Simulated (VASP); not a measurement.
# Mg2Sn (Fm-3m) in VASP: a series of runs, part 3 of 3

VASP 6.6.1. The steps go on from the part before.

### 6 Single point, r2SCAN (26.53 Å³/atom)

This run uses another cell than the first one, of 26.53 Å³/atom.

POSCAR reads:

```
Mg2Sn
1.0
    0.0000000000      3.4141671491      3.4141671491
    3.4141671491      0.0000000000      3.4141671491
    3.4141671491      3.4141671491      0.0000000000
Mg Sn
2 1
Direct
    0.2500000000      0.2500000000      0.2500000000
    0.7500000000      0.7500000000      0.7500000000
    0.0000000000      0.0000000000      0.0000000000
```

INCAR.step1 reads:

```
ALGO = Normal
EDIFF = 1E-5
ENCUT = 660
GGA = PE
GGA_COMPAT = False
ISMEAR = 0
LASPH = True
LCHARG = False
LREAL = False
LWAVE = True
NBANDS = 16
NELM = 120
PREC = Accurate
SIGMA = 0.01
```

INCAR.step2 reads:

```
ALGO = Normal
EDIFF = 1E-6
ENCUT = 660
GGA_COMPAT = False
ISIF = 2
ISMEAR = 0
ISTART = 1
LASPH = True
LCHARG = True
LELF = True
LMIXTAU = True
LREAL = False
LVHAR = True
LWAVE = False
METAGGA = R2SCAN
NBANDS = 16
NELM = 120
PREC = Accurate
SIGMA = 0.01
```

KPOINTS reads:

```
k-points
0
Gamma
  10 10 10
```

Potentials or basis: VASP PAW PBE potentials, release 64 (Mg, Sn_d).

Launch:

```
$ cat potpaw_PBE.64/Mg/POTCAR potpaw_PBE.64/Sn_d/POTCAR > POTCAR
$ cp INCAR.step1 INCAR
$ mpirun -np 1 vasp_std > vasp.out
$ cp INCAR.step2 INCAR
$ mpirun -np 1 vasp_std > vasp.out
```

OUTCAR:

```text
EDIFF = 1E-6
   ENCUT = 660
   ISIF = 2
   ISMEAR = 0
   ISTART = 1
   LASPH = True
   LREAL = False
   METAGGA = R2SCAN
   NELM = 120
   PREC = Accurate

 ion  position               nearest neighbor table
   1  0.250  0.250  0.250-   3 2.96   3 2.96   3 2.96   3 2.96   2 3.41   2 3.41   2 3.41   2 3.41
                             2 3.41   2 3.41
   2  0.750  0.750  0.750-   3 2.96   3 2.96   3 2.96   3 2.96   1 3.41   1 3.41   1 3.41   1 3.41
                             1 3.41   1 3.41
   3  0.000  0.000  0.000-   1 2.96   2 2.96   2 2.96   2 2.96   2 2.96   1 2.96   1 2.96   1 2.96

  LATTYP: Found a face centered cubic cell.
 ALAT       =     6.8283342982

  Lattice vectors:

 A1 = (   0.0000000000,   3.4141671491,   3.4141671491)
 A2 = (   3.4141671491,   0.0000000000,   3.4141671491)
 A3 = (   3.4141671491,   3.4141671491,   0.0000000000)

Analysis of symmetry for initial positions (statically):
=====================================================================
 Subroutine PRICEL returns:
 Original cell was already a primitive cell.

 Routine SETGRP: Setting up the symmetry group for a
 face centered cubic supercell.

 Subroutine GETGRP returns: Found 48 space group operations
 (whereof 48 operations were pure point group operations)
 out of a pool of 48 trial point group operations.

The static configuration has the point symmetry O_h .

Analysis of symmetry for dynamics (positions and initial velocities):
=====================================================================
 Subroutine PRICEL returns:
 Original cell was already a primitive cell.

 Routine SETGRP: Setting up the symmetry group for a
 face centered cubic supercell.

 Subroutine GETGRP returns: Found 48 space group operations
 (whereof 48 operations were pure point group operations)
 out of a pool of 48 trial point group operations.

The dynamic configuration has the point symmetry O_h .
[... 118 lines left out ...]
   IALGO  =     38    algorithm
   IMIX   =      4    mixing-type and parameters
     AMIX     =   0.40;   BMIX     =  1.00
     AMIX_MAG =   1.60;   BMIX_MAG =  1.00
  volume/ion in A,a.u.               =      26.53       179.04
  Fermi-wavevector in a.u.,A,eV,Ry     =   0.997404  1.884819 13.535263  0.994814
  Thomas-Fermi vector in A             =   2.129557
   LORBIT       =      0    0 simple, 1 ext, 2 COOP (PROOUT), +10 PAW based schemes
   METAGGA = R2SCAN    functional components
   LHFCALC =     F    Hartree Fock is set to
   AEXX    =    0.0000 exact exchange contribution
   IVDW    =     0    specifies the selected vdW correction
   LEPSILON=     F    determine dielectric tensor
   LRPA    =     F    only Hartree local field effects (RPA)
 non-spin polarized calculation
 Gauss-broadening in eV      SIGMA  =   0.01
  energy-cutoff  :      660.00
  volume of cell :       79.59
 maximum number of plane-waves:      3119
   NGX = 21   NGY = 21   NGZ = 21

 number of electron      18.0000004 magnetization

 Free energy of the ion-electron system (eV)
  ---------------------------------------------------
  ext. energy  EPLUGINS =         0.00000000
  ---------------------------------------------------
  free energy    TOTEN  =       -33.81851271 eV

  energy without entropy =      -33.81851271  energy(sigma->0) =      -33.81851271

 E-fermi :   4.0433     XC(G=0):  -9.1820

 val. band max:        3.9817247579   @ k =   0.0000   0.0000   0.0000
 cond. band min:       4.1040217211   @ k =   0.5000   0.5000   0.0000
 fundamental gap:      0.1222969632
 Fermi energy:         4.0433488290

 k-point     1 :       0.0000    0.0000    0.0000
  band No.  band energies     occupation
      1     -17.4664      2.00000
      2     -17.4664      2.00000
      3     -17.4664      2.00000
      4     -17.4224      2.00000
      5     -17.4224      2.00000
      6      -5.3685      2.00000
[... 433 lines left out ...]
      3     -17.4607      2.00000
      4     -17.4240      2.00000
      5     -17.4199      2.00000
      6      -4.1126      2.00000
[... 8 lines left out ...]
     15      11.7224      0.00000
     16      12.3959      0.00000

 [... further k-points ...]

------------------------ aborting loop because EDIFF is reached ----------------------------------------

  FORCE on cell =-STRESS in cart. coord.  units (eV):
  Direction    XX          YY          ZZ          XY          YZ          ZX
  --------------------------------------------------------------------------------------
  -------------------------------------------------------------------------------------
  Total       -0.7232227     -0.7232227     -0.7232227     -0.0000000      0.0000000      0.0000000
  in kB      -14.5578863    -14.5578863    -14.5578863     -0.0000000      0.0000000      0.0000000
  external PRESSURE =     -14.5578863 kB  Pullay stress =       0.0000000 kB

 VOLUME and BASIS-vectors are now :
 -----------------------------------------------------------------------------
  energy-cutoff  :      660.00
  volume of cell :       79.59
      direct lattice vectors                 reciprocal lattice vectors
     0.000000000  3.414167149  3.414167149    -0.146448600  0.146448600  0.146448600
     3.414167149  0.000000000  3.414167149     0.146448600 -0.146448600  0.146448600
     3.414167149  3.414167149  0.000000000     0.146448600  0.146448600 -0.146448600

 POSITION                                       TOTAL-FORCE (eV/Angst)
 -----------------------------------------------------------------------------------
      1.70708      1.70708      1.70708         0.000000     -0.000000     -0.000000
      5.12125      5.12125      5.12125        -0.000000     -0.000000      0.000000
      0.00000      0.00000      0.00000        -0.000000      0.000000     -0.000000
 -----------------------------------------------------------------------------------
    total drift:                               -0.000000      0.000000      0.000000

  FREE ENERGIE OF THE ION-ELECTRON SYSTEM (eV)
  ---------------------------------------------------
  free  energy   TOTEN  =       -33.8185127150 eV

  energy  without entropy=      -33.8185127150  energy(sigma->0) =      -33.81851271
```

OUTCAR.step1:

```text
EDIFF = 1E-5
   ENCUT = 660
   GGA = PE
   ISMEAR = 0
[... 683 lines left out ...]
      1.70708      1.70708      1.70708         0.000000      0.000000     -0.000000
      5.12125      5.12125      5.12125        -0.000000     -0.000000      0.000000
      0.00000      0.00000      0.00000        -0.000000     -0.000000      0.000000
 -----------------------------------------------------------------------------------
    total drift:                               -0.000000      0.000000      0.000000

  FREE ENERGIE OF THE ION-ELECTRON SYSTEM (eV)
  ---------------------------------------------------
  free  energy   TOTEN  =        -7.4324827564 eV

  energy  without entropy=       -7.4323905801  energy(sigma->0) =       -7.43243667
```

OSZICAR.step1:

```text
N       E                     dE             d eps       ncg     rms          rms(c)
DAV:   1     0.102192609690E+03    0.10219E+03   -0.93657E+03  1512   0.136E+03
DAV:   2     0.881264054284E+00   -0.10131E+03   -0.98381E+02  1616   0.333E+02
DAV:   3    -0.750057002095E+01   -0.83818E+01   -0.83316E+01  2000   0.793E+01
DAV:   4    -0.772061592721E+01   -0.22005E+00   -0.22000E+00  1760   0.138E+01
DAV:   5    -0.772977797294E+01   -0.91620E-02   -0.91620E-02  2240   0.255E+00    0.316E+00
DAV:   6    -0.749237343008E+01    0.23740E+00   -0.21778E-01  1856   0.187E+00    0.175E+00
DAV:   7    -0.743084044936E+01    0.61533E-01   -0.19286E-01  1872   0.255E+00    0.463E-01
DAV:   8    -0.743239565192E+01   -0.15552E-02   -0.18552E-02  1928   0.150E+00    0.198E-01
DAV:   9    -0.743268848202E+01   -0.29283E-03   -0.29802E-03  1936   0.540E-01    0.750E-02
DAV:  10    -0.743249125811E+01    0.19722E-03   -0.35976E-04  1888   0.111E-01    0.344E-02
DAV:  11    -0.743248435440E+01    0.69037E-05   -0.12674E-04  1640   0.918E-02    0.248E-02
DAV:  12    -0.743248275642E+01    0.15980E-05   -0.85656E-06  1440   0.192E-02
   1 F= -.74324828E+01 E0= -.74324367E+01  d E =-.921764E-04
```

Run time: 4 min. Hardware: 1 thread of Intel Xeon Platinum 8259CL at 2.50GHz (Skylake/Cascade Lake), shared host; peak memory 0.31 GiB.

Results:

- Free energy: -33.8185 eV
- Pressure: -1.5 GPa

Caveat: the PAW data sets were made with another functional, which shifts forces and pressure a little; spin-orbit coupling is left out, which moves the levels of the heavy elements.

### 7 Single point, r2SCAN (27.30 Å³/atom)

This run uses another cell than the first one, of 27.30 Å³/atom.

POSCAR reads:

```
Mg2Sn
1.0
    0.0000000000      3.4469976934      3.4469976934
    3.4469976934      0.0000000000      3.4469976934
    3.4469976934      3.4469976934      0.0000000000
Mg Sn
2 1
Direct
    0.2500000000      0.2500000000      0.2500000000
    0.7500000000      0.7500000000      0.7500000000
    0.0000000000      0.0000000000      0.0000000000
```

INCAR.step1 reads:

```
  ALGO = Normal
  EDIFF = 1E-5
  ENCUT = 660
  GGA = PE
  GGA_COMPAT = F
  ISMEAR = 0
  LASPH = T
  LCHARG = F
  LREAL = F
  LWAVE = T
  NBANDS = 16
  NELM = 120
  PREC = Accurate
  SIGMA = 0.01
```

INCAR.step2 reads:

```
  ALGO = Normal
  EDIFF = 1E-6
  ENCUT = 660
  GGA_COMPAT = F
  ISIF = 2
  ISMEAR = 0
  ISTART = 1
  LASPH = T
  LCHARG = F
  LMIXTAU = T
  LREAL = F
  LWAVE = F
  METAGGA = R2SCAN
  NBANDS = 16
  NELM = 120
  PREC = Accurate
  SIGMA = 0.01
```

KPOINTS is that of step 6.

Potentials or basis: VASP PAW PBE potentials, release 64 (Mg, Sn_d).

Launch:

```
$ cat potpaw_PBE.64/Mg/POTCAR potpaw_PBE.64/Sn_d/POTCAR > POTCAR
$ cp INCAR.step1 INCAR
$ mpirun -np 1 vasp_std > vasp.out
$ cp INCAR.step2 INCAR
$ mpirun -np 1 vasp_std > vasp.out
```

OUTCAR:

```text
EDIFF = 1E-6
   ENCUT = 660
   ISIF = 2
   ISMEAR = 0
   ISTART = 1
   LASPH = T
   LREAL = F
   METAGGA = R2SCAN
   NELM = 120
   PREC = Accurate

 ion  position               nearest neighbor table
   1  0.250  0.250  0.250-   3 2.99   3 2.99   3 2.99   3 2.99   2 3.45   2 3.45   2 3.45   2 3.45
                             2 3.45   2 3.45
   2  0.750  0.750  0.750-   3 2.99   3 2.99   3 2.99   3 2.99   1 3.45   1 3.45   1 3.45   1 3.45
                             1 3.45   1 3.45
[... 655 lines left out ...]
  FORCE on cell =-STRESS in cart. coord.  units (eV):
  Direction    XX          YY          ZZ          XY          YZ          ZX
  --------------------------------------------------------------------------------------
  -------------------------------------------------------------------------------------
  Total       -1.3035680     -1.3035680     -1.3035680     -0.0000000      0.0000000      0.0000000
  in kB      -25.4971299    -25.4971299    -25.4971299     -0.0000000      0.0000000      0.0000000
  external PRESSURE =     -25.4971299 kB  Pullay stress =       0.0000000 kB

 VOLUME and BASIS-vectors are now :
 -----------------------------------------------------------------------------
  energy-cutoff  :      660.00
  volume of cell :       81.91
      direct lattice vectors                 reciprocal lattice vectors
     0.000000000  3.446997693  3.446997693    -0.145053767  0.145053767  0.145053767
     3.446997693  0.000000000  3.446997693     0.145053767 -0.145053767  0.145053767
     3.446997693  3.446997693  0.000000000     0.145053767  0.145053767 -0.145053767

 POSITION                                       TOTAL-FORCE (eV/Angst)
 -----------------------------------------------------------------------------------
      1.72350      1.72350      1.72350        -0.000000     -0.000000     -0.000000
      5.17050      5.17050      5.17050         0.000000      0.000000      0.000000
      0.00000      0.00000      0.00000        -0.000000      0.000000      0.000000
 -----------------------------------------------------------------------------------
    total drift:                               -0.000000      0.000000      0.000000

  FREE ENERGIE OF THE ION-ELECTRON SYSTEM (eV)
  ---------------------------------------------------
  free  energy   TOTEN  =       -33.7891059640 eV

  energy  without entropy=      -33.7891059639  energy(sigma->0) =      -33.78910596
```

OUTCAR.step1:

```text
EDIFF = 1E-5
   ENCUT = 660
   GGA = PE
   ISMEAR = 0
[... 684 lines left out ...]
      1.72350      1.72350      1.72350        -0.000000     -0.000000     -0.000000
      5.17050      5.17050      5.17050         0.000000      0.000000      0.000000
      0.00000      0.00000      0.00000        -0.000000      0.000000      0.000000
 -----------------------------------------------------------------------------------
    total drift:                               -0.000000      0.000000      0.000000

  FREE ENERGIE OF THE ION-ELECTRON SYSTEM (eV)
  ---------------------------------------------------
  free  energy   TOTEN  =        -7.4199439519 eV

  energy  without entropy=       -7.4198762491  energy(sigma->0) =       -7.41991010
```

Wall time 4.8 min (1 thread of Intel Xeon Platinum 8259CL at 2.50GHz (Skylake/Cascade Lake), shared host); peak memory 0.34 GiB.

Results:

```yaml
Free_energy: -33.7891 eV
Pressure: -2.5 GPa
```

Levels at points of the mesh, in eV from the Fermi level:
| k point | band 6 | band 7 | band 8 | band 9 | band 10 | band 11 | band 12 | band 13 |
| --- | --- | --- | --- | --- | --- | --- | --- | --- |
| (0.00, 0.00, 0.00) | -9.26 | -0.04 | -0.04 | -0.04 | 1.62 | 2.27 | 2.27 | 2.27 |
| (0.50, 0.00, 0.00) | -8.02 | -4.80 | -0.88 | -0.88 | 0.85 | 2.40 | 2.40 | 4.38 |
| (0.50, 0.50, 0.00) | -7.52 | -4.59 | -2.14 | -2.14 | 0.04 | 0.43 | 7.56 | 7.56 |

Caveat: the PAW data sets were made with another functional, which shifts forces and pressure a little; spin-orbit coupling is left out, which moves the levels of the heavy elements.

### 8 The runs side by side

```tsv
cell	pressure (GPa)
a = 4.683 Å, angles 60.0°, 3 atoms	3.0
a = 4.733 Å, angles 60.0°, 3 atoms	1.3
a = 4.781 Å, angles 60.0°, 3 atoms	-0.2
a = 4.828 Å, angles 60.0°, 3 atoms	-1.5
a = 4.875 Å, angles 60.0°, 3 atoms	-2.5
```

Alike in all rows: task single point; level r2SCAN; potentials or basis VASP PAW PBE potentials, release 64 (Mg, Sn_d); no spin polarisation; k mesh 10 × 10 × 10; cutoff (eV) 660; smearing gaussian 0.01 eV.

Caveats: the PAW data sets were made with another functional, which shifts forces and pressure a little; spin-orbit coupling is left out, which moves the levels of the heavy elements; the cell stands under pressure (at least some runs).

Total energies depend on the potentials used, so only differences within one code and one set of settings carry meaning.
